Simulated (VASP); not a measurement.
# NaCl: single point with PBEsol

The system is NaCl.

```
Cl Na
1.0
     0.00000    2.79406    2.79406
     2.79406    0.00000    2.79406
     2.79406    2.79406    0.00000
Cl Na
1 1
Direct
  0.50000 0.50000 0.50000
  0.00000 0.00000 0.00000
```

- Program: VASP 6.6.1
- Task: single point
- Functional: PBEsol
- Potentials or basis: VASP PAW PBE potentials, release 64 (Cl, Na_pv)
- Cutoff: 500 eV
- k mesh: 7 × 7 × 7
- Occupations: fermi-dirac, width 0.05 eV
- Spin: no spin polarisation

The pressure is 0.2 GPa and the band gap on the k mesh is 5.03 eV.

Levels at points of the mesh, in eV from the valence-band top:
```csv
k point,band 4,band 5,band 6,band 7,band 8,band 9,band 10,band 11
"(0.00, 0.00, 0.00)",-12.71,0.00,0.00,0.00,5.03,11.02,11.02,11.02
```

Run time: 16 s on 1 thread of Intel Xeon 8259CL, with other jobs on the host, peak memory 0.16 GiB.

Caveat: the PAW data sets were made with another functional, which shifts forces and pressure a little.
